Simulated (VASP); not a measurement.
# AlN in VASP: notebook

The runs below take AlN through single point, with LDA.

Everything below comes from runs of VASP 6.6.1. Logs are shortened: lines on timing, memory, paths and dates and some standing lists are left out, and cuts for length are marked.

## 1. The cell of the first run

Symmetry: F-43m, No. 216, cubic system. The conventional cell has a = 4.321 Å, b = 4.321 Å, c = 4.321 Å, α = 90.00°, β = 90.00°, γ = 90.00°. Al (site symmetry -43m) has 4 N at 1.87 Å within 2.5 Å. Within 2.5 Å of N (site symmetry -43m) lie 4 Al at 1.87 Å.

## 2. Single point, LDA

INCAR reads:

```
  PREC = Accurate
  ENCUT = 520
  EDIFF = 1E-7
  ISMEAR = 0
  SIGMA = 0.01
  LREAL = False
  LASPH = True
  NELM = 80
  ALGO = Normal
  ISIF = 2
  LWAVE = False
  LCHARG = False
  NBANDS = 11
```

KPOINTS reads:

```
Automatic mesh
0
Gamma
  8 8 8
```

POSCAR reads:

```
AlN
1.0
    0.0000000000      2.1602873785      2.1602873785
    2.1602873785      0.0000000000      2.1602873785
    2.1602873785      2.1602873785      0.0000000000
Al N
1 1
Direct
    0.0000000000      0.0000000000      0.0000000000
    0.2500000000      0.2500000000      0.2500000000
```

Potentials or basis: VASP PAW LDA potentials, release 64 (Al, N).

The run is started by

```
cat potpaw_LDA.64/Al/POTCAR potpaw_LDA.64/N/POTCAR > POTCAR
mpirun -np 1 vasp_std > vasp.out
```

OUTCAR:

```text
PREC = Accurate
   ENCUT = 520
   EDIFF = 1E-7
   ISMEAR = 0
   LREAL = False
   LASPH = True
   NELM = 80
   ISIF = 2

 ion  position               nearest neighbor table
   1  0.000  0.000  0.000-   2 1.87   2 1.87   2 1.87   2 1.87
   2  0.250  0.250  0.250-   1 1.87   1 1.87   1 1.87   1 1.87

  LATTYP: Found a face centered cubic cell.
 ALAT       =     4.3205747570

  Lattice vectors:

 A1 = (   0.0000000000,   2.1602873785,   2.1602873785)
 A2 = (   2.1602873785,   0.0000000000,   2.1602873785)
 A3 = (   2.1602873785,   2.1602873785,   0.0000000000)

Analysis of symmetry for initial positions (statically):
=====================================================================
 Subroutine PRICEL returns:
 Original cell was already a primitive cell.

 Routine SETGRP: Setting up the symmetry group for a
 face centered cubic supercell.

 Subroutine GETGRP returns: Found 24 space group operations
 (whereof 24 operations were pure point group operations)
 out of a pool of 48 trial point group operations.

The static configuration has the point symmetry T_d .

Analysis of symmetry for dynamics (positions and initial velocities):
=====================================================================
 Subroutine PRICEL returns:
 Original cell was already a primitive cell.

 Routine SETGRP: Setting up the symmetry group for a
 face centered cubic supercell.

 Subroutine GETGRP returns: Found 24 space group operations
 (whereof 24 operations were pure point group operations)
 out of a pool of 48 trial point group operations.

The dynamic configuration has the point symmetry T_d .

 Subroutine INISYM returns: Found 24 space group operations
 (whereof 24 operations are pure point group operations),
 and found     1 'primitive' translations

----------------------------------------------------------------------------------------

                                     Primitive cell

  volume of cell :      20.1634

  direct lattice vectors                    reciprocal lattice vectors
     0.000000000  2.160287379  2.160287379    -0.231450688  0.231450688  0.231450688
     2.160287379  0.000000000  2.160287379     0.231450688 -0.231450688  0.231450688
     2.160287379  2.160287379  0.000000000     0.231450688  0.231450688 -0.231450688

  length of vectors
     3.055107709  3.055107709  3.055107709     0.400884351  0.400884351  0.400884351

  position of ions in fractional coordinates (direct lattice)
     0.000000000  0.000000000  0.000000000
     0.250000000  0.250000000  0.250000000

  ion indices of the primitive-cell ions
   primitive index   ion index
[... 83 lines left out ...]
   TEBEG  =    0.0;   TEEND  =   0.0 temperature during run
   PSTRESS=    0.0 pullay stress
   NELECT =       8.0000    total number of electrons
   NUPDOWN=      -1.0000    fix difference up-down
   EMIN   =  10.00;   EMAX   =-10.00  energy-range for DOS
   EFERMI =   0.00;   METHOD = LEGACY
   ISMEAR =     0;   SIGMA  =   0.01  broadening in eV -4-tet -1-fermi 0-gaus
   EFERMI_NEDOS =   21; number of points for ismear=-14 and -15
   IALGO  =     38    algorithm
   IMIX   =      4    mixing-type and parameters
     AMIX     =   0.40;   BMIX     =  1.00
     AMIX_MAG =   1.60;   BMIX_MAG =  1.00
  volume/ion in A,a.u.               =      10.08        68.03
  Fermi-wavevector in a.u.,A,eV,Ry     =   1.202957  2.273258 19.689054  1.447105
  Thomas-Fermi vector in A             =   2.338723
   LORBIT       =      0    0 simple, 1 ext, 2 COOP (PROOUT), +10 PAW based schemes
   GGA     = CA    functional components
   LHFCALC =     F    Hartree Fock is set to
   AEXX    =    0.0000 exact exchange contribution
   IVDW    =     0    specifies the selected vdW correction
   LEPSILON=     F    determine dielectric tensor
   LRPA    =     F    only Hartree local field effects (RPA)
 non-spin polarized calculation
 Gauss-broadening in eV      SIGMA  =   0.01
  energy-cutoff  :      520.00
  volume of cell :       20.16
 maximum number of plane-waves:       560
   NGX = 11   NGY = 11   NGZ = 11

 number of electron       7.9999999 magnetization

 Free energy of the ion-electron system (eV)
  ---------------------------------------------------
  ext. energy  EPLUGINS =         0.00000000
  ---------------------------------------------------
  free energy    TOTEN  =       -16.37079787 eV

  energy without entropy =      -16.37079787  energy(sigma->0) =      -16.37079787

 E-fermi :   6.0784     XC(G=0): -11.4096

 val. band max:        6.0223295374   @ k =   0.0000   0.0000   0.0000
 cond. band min:       9.2588905932   @ k =   0.5000   0.5000   0.0000
 fundamental gap:      3.2365610558
 Fermi energy:         6.0783837857

 k-point     1 :       0.0000    0.0000    0.0000
  band No.  band energies     occupation
      1      -8.9945      2.00000
      2       6.0223      2.00000
      3       6.0223      2.00000
      4       6.0223      2.00000
      5      10.5520      0.00000
      6      18.6795      0.00000
      7      18.6795      0.00000
      8      18.6795      0.00000
      9      23.8059      0.00000
     10      23.8059      0.00000
     11      25.2553      0.00000
[... 309 lines left out ...]
 k-point    24 :      -0.3750    0.2500    0.1250
  band No.  band energies     occupation
      1      -6.4264      2.00000
      2       0.7103      2.00000
      3       3.7361      2.00000
      4       4.8694      2.00000
      5      13.1205      0.00000
      6      15.4346      0.00000
      7      18.3318      0.00000
      8      18.8189      0.00000
      9      23.3734      0.00000
     10      24.9413      0.00000
     11      28.3025      0.00000

 [... further k-points ...]

------------------------ aborting loop because EDIFF is reached ----------------------------------------

  FORCE on cell =-STRESS in cart. coord.  units (eV):
  Direction    XX          YY          ZZ          XY          YZ          ZX
  --------------------------------------------------------------------------------------
  -------------------------------------------------------------------------------------
  Total        0.4957908      0.4957908      0.4957908     -0.0000000      0.0000000     -0.0000000
  in kB       39.3953057     39.3953057     39.3953057     -0.0000000      0.0000000     -0.0000000
  external PRESSURE =      39.3953057 kB  Pullay stress =       0.0000000 kB

 VOLUME and BASIS-vectors are now :
 -----------------------------------------------------------------------------
  energy-cutoff  :      520.00
  volume of cell :       20.16
      direct lattice vectors                 reciprocal lattice vectors
     0.000000000  2.160287379  2.160287379    -0.231450688  0.231450688  0.231450688
     2.160287379  0.000000000  2.160287379     0.231450688 -0.231450688  0.231450688
     2.160287379  2.160287379  0.000000000     0.231450688  0.231450688 -0.231450688

 POSITION                                       TOTAL-FORCE (eV/Angst)
 -----------------------------------------------------------------------------------
      0.00000      0.00000      0.00000        -0.000000     -0.000000     -0.000000
      1.08014      1.08014      1.08014         0.000000      0.000000      0.000000
 -----------------------------------------------------------------------------------
    total drift:                               -0.000000     -0.000000     -0.000000

  FREE ENERGIE OF THE ION-ELECTRON SYSTEM (eV)
  ---------------------------------------------------
  free  energy   TOTEN  =       -16.3707978690 eV

  energy  without entropy=      -16.3707978690  energy(sigma->0) =      -16.37079787
```

OSZICAR:

```text
N       E                     dE             d eps       ncg     rms          rms(c)
DAV:   1     0.748155912847E+01    0.74816E+01   -0.40115E+03   678   0.618E+02
DAV:   2    -0.182891194272E+02   -0.25771E+02   -0.24926E+02   781   0.126E+02
DAV:   3    -0.189691038077E+02   -0.67998E+00   -0.67920E+00   773   0.185E+01
DAV:   4    -0.189720497484E+02   -0.29459E-02   -0.29457E-02   728   0.146E+00
DAV:   5    -0.189720766043E+02   -0.26856E-04   -0.26856E-04   766   0.134E-01    0.883E+00
DAV:   6    -0.164453593091E+02    0.25267E+01   -0.12703E+01   710   0.176E+01    0.300E+00
DAV:   7    -0.164001063654E+02    0.45253E-01   -0.11448E-01   728   0.250E+00    0.199E+00
DAV:   8    -0.163713190427E+02    0.28787E-01   -0.30169E-02   716   0.156E+00    0.397E-01
DAV:   9    -0.163707836530E+02    0.53539E-03   -0.19326E-03   755   0.269E-01    0.187E-01
DAV:  10    -0.163708014219E+02   -0.17769E-04   -0.10944E-04   719   0.724E-02    0.576E-02
DAV:  11    -0.163707978932E+02    0.35287E-05   -0.36624E-06   752   0.154E-02    0.956E-03
DAV:  12    -0.163707978690E+02    0.24170E-07   -0.62942E-08   493   0.192E-03
   1 F= -.16370798E+02 E0= -.16370798E+02  d E =-.746924E-18
```

stdout:

```text
POSCAR found type information on POSCAR AlN
 POSCAR found :  2 types and       2 ions
 scaLAPACK will be used
 LDA part: xc-table for (Slater(with rela. corr.)+CA(PZ))
 , standard interpolation
 POSCAR, INCAR and KPOINTS ok, starting setup
 FFT: planning ... GRIDC
 FFT: planning ... GRID_SOFT
 FFT: planning ... GRID
 WAVECAR not read
 entering main loop
```

Wall time 4.1 s (1 thread of Intel Xeon Platinum 8488C (Sapphire Rapids), shared host); peak memory 0.12 GiB.

What came out:

```
Free energy            : -16.3708 eV
Pressure               : 3.9 GPa
Band gap on the k mesh : 3.24 eV, indirect (least direct gap 4.53 eV)
```

A k mesh can miss the band edges. LDA gaps usually lie below the measured ones, often by a third to a half.

[end of part 1 of 3]
